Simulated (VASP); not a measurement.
# Co (Pm-3m) in VASP: single point with LDA

Aim: the single point of Co with LDA.

Program: VASP 6.6.1. These are calculated values, not measurements. Logs are shortened: lines on timing, memory, paths and dates and some standing lists are left out, and cuts for length are marked.

## Step 1: The cell of the first run

Symmetry: Pm-3m, No. 221, cubic system. Conventional cell: a = 2.255 Å, b = 2.255 Å, c = 2.255 Å, α = 90.00°, β = 90.00°, γ = 90.00°. Co (site symmetry m-3m) has 6 Co at 2.26 Å within 3.0 Å.

This isn't the form of Co at room conditions, which is hcp.

## Step 2: Single point, LDA, collinear spin, ferromagnetic start (11.47 Å³/atom)

POSCAR reads:

```
Co
1.0
    2.2554270947      0.0000000000      0.0000000000
    0.0000000000      2.2554270947      0.0000000000
    0.0000000000      0.0000000000      2.2554270947
Co
1
Direct
    0.0000000000      0.0000000000      0.0000000000
```

INCAR.step1 reads:

```
PREC = Accurate
ENCUT = 520
EDIFF = 1E-6
ISMEAR = -1
SIGMA = 0.05
LREAL = False
LASPH = True
NELM = 200
ALGO = Normal
ISIF = 2
LWAVE = False
LCHARG = True
ISPIN = 2
MAGMOM = 1.7
LMAXMIX = 4
NBANDS = 18
GGA_COMPAT = False
NEDOS = 2001
LORBIT = 11
```

KPOINTS.step1 reads:

```
Automatic mesh
0
Gamma
  17 17 17
```

INCAR.step2 reads:

```
PREC = Accurate
ENCUT = 520
EDIFF = 1E-6
ISMEAR = -5
SIGMA = 0.05
LREAL = False
LASPH = True
NELM = 200
ALGO = Normal
ISIF = 2
LWAVE = False
LCHARG = False
ISPIN = 2
MAGMOM = 1.7
LORBIT = 10
LMAXMIX = 4
NBANDS = 18
NEDOS = 2001
ICHARG = 11
GGA_COMPAT = False
```

KPOINTS.step2 reads:

```
Automatic mesh
0
Gamma
  26 26 26
```

Potentials or basis: VASP PAW LDA potentials, release 64 (Co_sv).

On the command line:

```console
$ cat potpaw_LDA.64/Co_sv/POTCAR > POTCAR
$ cp INCAR.step1 INCAR
$ cp KPOINTS.step1 KPOINTS
$ mpirun -np 1 vasp_std > vasp.out
$ cp INCAR.step2 INCAR
$ cp KPOINTS.step2 KPOINTS
$ mpirun -np 1 vasp_std > vasp.out
```

OUTCAR:

```text
PREC = Accurate
   ENCUT = 520
   EDIFF = 1E-6
   ISMEAR = -5
   LREAL = False
   LASPH = True
   NELM = 200
   ISIF = 2
   ISPIN = 2
   LORBIT = 10
   ICHARG = 11

 ion  position               nearest neighbor table
   1  0.000  0.000  0.000-

  LATTYP: Found a simple cubic cell.
 ALAT       =     2.2554270947

  Lattice vectors:

 A1 = (   2.2554270947,   0.0000000000,   0.0000000000)
 A2 = (   0.0000000000,   2.2554270947,   0.0000000000)
 A3 = (   0.0000000000,   0.0000000000,   2.2554270947)

Analysis of symmetry for initial positions (statically):
=====================================================================
 Subroutine PRICEL returns:
 Original cell was already a primitive cell.

 Routine SETGRP: Setting up the symmetry group for a
 simple cubic supercell.

 Subroutine GETGRP returns: Found 48 space group operations
 (whereof 48 operations were pure point group operations)
 out of a pool of 48 trial point group operations.

The static configuration has the point symmetry O_h .

Analysis of symmetry for dynamics (positions and initial velocities):
=====================================================================
 Subroutine PRICEL returns:
 Original cell was already a primitive cell.

 Routine SETGRP: Setting up the symmetry group for a
 simple cubic supercell.

 Subroutine GETGRP returns: Found 48 space group operations
 (whereof 48 operations were pure point group operations)
 out of a pool of 48 trial point group operations.

The dynamic configuration has the point symmetry O_h .

Analysis of structural, dynamic, and magnetic symmetry:
=====================================================================
 Subroutine PRICEL returns:
 Original cell was already a primitive cell.

 Routine SETGRP: Setting up the symmetry group for a
 simple cubic supercell.

 Subroutine GETGRP returns: Found 48 space group operations
 (whereof 48 operations were pure point group operations)
 out of a pool of 48 trial point group operations.

The overall configuration has the point symmetry O_h .

 Subroutine INISYM returns: Found 48 space group operations
 (whereof 48 operations are pure point group operations),
 and found     1 'primitive' translations

----------------------------------------------------------------------------------------

                                     Primitive cell

  volume of cell :      11.4732

  direct lattice vectors                    reciprocal lattice vectors
     2.255427095  0.000000000  0.000000000     0.443375005  0.000000000  0.000000000
     0.000000000  2.255427095  0.000000000     0.000000000  0.443375005  0.000000000
     0.000000000  0.000000000  2.255427095     0.000000000  0.000000000  0.443375005

  length of vectors
     2.255427095  2.255427095  2.255427095     0.443375005  0.443375005  0.443375005

  position of ions in fractional coordinates (direct lattice)
     0.000000000  0.000000000  0.000000000

  ion indices of the primitive-cell ions
   primitive index   ion index
                 1           1

----------------------------------------------------------------------------------------

 KPOINTS: Automatic mesh

Automatic generation of k-mesh.
 Grid dimensions read from file:
 generate k-points for:   26   26   26

 Generating k-lattice:

  Cartesian coordinates                     Fractional coordinates (reciprocal lattice)
     0.017052885  0.000000000  0.000000000     0.038461538  0.000000000  0.000000000
     0.000000000  0.017052885  0.000000000     0.000000000  0.038461538  0.000000000
     0.000000000  0.000000000  0.017052885     0.000000000  0.000000000  0.038461538

  Length of vectors
     0.017052885  0.017052885  0.017052885

  Shift w.r.t. Gamma in fractional coordinates (k-lattice)
     0.000000000  0.000000000  0.000000000

 TETIRR: Found   8764 inequivalent tetrahedra from   105456

 Subroutine IBZKPT returns following result:
 ===========================================

 Found    560 irreducible k-points:

 Following reciprocal coordinates:
            Coordinates               Weight
  0.000000  0.000000  0.000000      1.000000
  0.038462  0.000000  0.000000      6.000000
  0.076923  0.000000  0.000000      6.000000
  0.115385  0.000000  0.000000      6.000000
  0.153846  0.000000  0.000000      6.000000
  0.192308  0.000000  0.000000      6.000000
[... 16 lines left out ...]
  0.346154  0.038462  0.000000     24.000000
  0.384615  0.038462  0.000000     24.000000
 [... further k-points ...]
   k-points           NKPTS =    560   k-points in BZ     NKDIM =    560   number of bands    NBANDS=     18
   number of dos      NEDOS =   2001   number of ions     NIONS =      1
   total plane-waves  NPLWV =   5832
   dimension x,y,z NGX =    18 NGY =   18 NGZ =   18
   dimension x,y,z NGXF=    36 NGYF=   36 NGZF=   36
   ions per type =               1
   NGX,Y,Z   is equivalent  to a cutoff of  13.27, 13.27, 13.27 a.u.
   NGXF,Y,Z  is equivalent  to a cutoff of  26.54, 26.54, 26.54 a.u.
 SYSTEM =  unknown system
   PREC   = accura    normal or accurate (medium, high low for compatibility)
   ISTART =      0    job   : 0-new  1-cont  2-samecut
   ICHARG =     11    charge: 1-file 2-atom 10-const
   ISPIN  =      2    spin polarized calculation?
   LNONCOLLINEAR =      F non collinear calculations
   LSORBIT =      F    spin-orbit coupling
   LASPH  =      T    aspherical Exc in radial PAW
   ENCUT  =  520.0 eV  38.22 Ry    6.18 a.u.   4.19  4.19  4.19*2*pi/ulx,y,z
   NELM   =    200;   NELMIN=  2; NELMDL=  0     # of ELM steps
   EDIFF  = 0.1E-05   stopping-criterion for ELM
   LREAL  =      F    real-space projection
   EDIFFG = 0.1E-04   stopping-criterion for IOM
   NSW    =      0    number of steps for IOM
   IBRION =     -1    ionic relax: 0-MD 1-quasi-New 2-CG
   NFREE  =      0    steps in history (QN), initial steepest desc. (CG)
   ISIF   =      2    stress and relaxation
   ISYM   =      2    0-nonsym 1-usesym 2-fastsym
   POTIM  = 0.5000    time-step for ionic-motion
   TEBEG  =    0.0;   TEEND  =   0.0 temperature during run
   PSTRESS=    0.0 pullay stress
   NELECT =      17.0000    total number of electrons
   NUPDOWN=      -1.0000    fix difference up-down
   EMIN   =  10.00;   EMAX   =-10.00  energy-range for DOS
   EFERMI =   0.00;   METHOD = LEGACY
   ISMEAR =    -5;   SIGMA  =   0.05  broadening in eV -4-tet -1-fermi 0-gaus
   EFERMI_NEDOS =   21; number of points for ismear=-14 and -15
   IALGO  =     38    algorithm
   IMIX   =      4    mixing-type and parameters
     AMIX     =   0.40;   BMIX     =  1.00
     AMIX_MAG =   1.60;   BMIX_MAG =  1.00
  volume/ion in A,a.u.               =      11.47        77.43
  Fermi-wavevector in a.u.,A,eV,Ry     =   1.866361  3.526911 47.393226  3.483304
  Thomas-Fermi vector in A             =   2.913075
   LORBIT       =     10    0 simple, 1 ext, 2 COOP (PROOUT), +10 PAW based schemes
   GGA     = CA    functional components
   LHFCALC =     F    Hartree Fock is set to
   AEXX    =    0.0000 exact exchange contribution
   IVDW    =     0    specifies the selected vdW correction
   LEPSILON=     F    determine dielectric tensor
   LRPA    =     F    only Hartree local field effects (RPA)
 spin polarized calculation
 Fermi weights with tetrahedron method with Bloechl corrections
  energy-cutoff  :      520.00
  volume of cell :       11.47
 maximum number of plane-waves:       320
 NGX is ok and might be reduce to    18

 number of electron      16.9999986 magnetization       1.4801073

 Free energy of the ion-electron system (eV)
  ---------------------------------------------------
  ext. energy  EPLUGINS =         0.00000000
  ---------------------------------------------------
  free energy    TOTEN  =        -7.28671247 eV

  energy without entropy =       -7.28671247  energy(sigma->0) =       -7.28671247

 E-fermi :  10.8876     XC(G=0): -13.8504

 val. band max:       10.9007264009   @ k =   0.5000   0.4231   0.3846
 cond. band min:      10.8646119434   @ k =   0.2308   0.2308   0.1923
 fundamental gap:     -0.0361144574
 Fermi energy:        10.8875748539

 spin component 1

 k-point     1 :       0.0000    0.0000    0.0000
  band No.  band energies     occupation
      1     -84.0338      1.00000
      2     -47.5837      1.00000
      3     -47.5837      1.00000
      4     -47.5837      1.00000
      5       2.1383      1.00000
      6       6.3827      1.00000
[... 10 lines left out ...]
     17      52.9563      0.00000
     18      52.9564      0.00000

 k-point     2 :       0.0385    0.0000    0.0000
  band No.  band energies     occupation
      1     -84.0329      1.00000
      2     -47.5908      1.00000
      3     -47.5831      1.00000
      4     -47.5831      1.00000
      5       2.1859      1.00000
      6       6.3903      1.00000
[... 10 lines left out ...]
     17      52.7545      0.00000
     18      52.8577      0.00000
[... 442 lines left out ...]
 k-point    24 :       0.3846    0.0385    0.0000
  band No.  band energies     occupation
      1     -83.9754      1.00000
      2     -47.9998      1.00000
      3     -47.5551      1.00000
      4     -47.5482      1.00000
      5       5.7061      1.00000
      6       6.8820      1.00000
[... 10 lines left out ...]
     17      44.0035      0.00000
     18      44.6412      0.00000

 [... further k-points ...]

 spin component 2

 k-point     1 :       0.0000    0.0000    0.0000
  band No.  band energies     occupation
      1     -82.3862      1.00000
      2     -45.9781      1.00000
      3     -45.9781      1.00000
      4     -45.9781      1.00000
      5       2.3734      1.00000
      6       7.4211      1.00000
[... 10 lines left out ...]
     17      53.2089      0.00000
     18      53.2089      0.00000

 k-point     2 :       0.0385    0.0000    0.0000
  band No.  band energies     occupation
      1     -82.3852      1.00000
      2     -45.9856      1.00000
      3     -45.9775      1.00000
      4     -45.9775      1.00000
      5       2.4212      1.00000
      6       7.4295      1.00000
[... 10 lines left out ...]
     17      52.7666      0.00000
     18      53.1166      0.00000
[... 442 lines left out ...]
 k-point    24 :       0.3846    0.0385    0.0000
  band No.  band energies     occupation
      1     -82.3250      1.00000
      2     -46.4179      1.00000
      3     -45.9478      1.00000
      4     -45.9405      1.00000
      5       6.1835      1.00000
      6       7.9678      1.00000
[... 10 lines left out ...]
     17      44.4266      0.00000
     18      45.0817      0.00000

 [... further k-points ...]
[... 5 lines left out ...]
  --------------------------------------------------------------------------------------
  -------------------------------------------------------------------------------------
  Total       -0.2753457     -0.2753457     -0.2753457      0.0000000      0.0000000     -0.0000000
  in kB      -38.4505391    -38.4505391    -38.4505391      0.0000000      0.0000000     -0.0000000
  external PRESSURE =     -38.4505391 kB  Pullay stress =       0.0000000 kB

 VOLUME and BASIS-vectors are now :
 -----------------------------------------------------------------------------
  energy-cutoff  :      520.00
  volume of cell :       11.47
      direct lattice vectors                 reciprocal lattice vectors
     2.255427095  0.000000000  0.000000000     0.443375005  0.000000000  0.000000000
     0.000000000  2.255427095  0.000000000     0.000000000  0.443375005  0.000000000
     0.000000000  0.000000000  2.255427095     0.000000000  0.000000000  0.443375005

 POSITION                                       TOTAL-FORCE (eV/Angst)
 -----------------------------------------------------------------------------------
      0.00000      0.00000      0.00000         0.000000      0.000000      0.000000
 -----------------------------------------------------------------------------------
    total drift:                               -0.000000      0.000000     -0.000000

  FREE ENERGIE OF THE ION-ELECTRON SYSTEM (eV)
  ---------------------------------------------------
  free  energy   TOTEN  =        -7.2867124744 eV

  energy  without entropy=       -7.2867124744  energy(sigma->0) =       -7.28671247

 total charge

# of ion       s       p       d       tot
------------------------------------------
    1        2.273   6.099   6.779  15.151

 magnetization (x)

# of ion       s       p       d       tot
------------------------------------------
    1        0.005   0.003   1.463   1.472
```

Run time: 73 s. Hardware: 1 thread of Intel Xeon 6975P-C (Granite Rapids), shared host; peak memory 0.3 GiB.

What came out:

* Net moment: 1.48 μB per cell
* Site moments: Co +1.47 μB
* Valence electrons inside the program's atomic spheres: Co 15.15

Caveat: tetrahedron occupations give inexact forces and stress in metals.
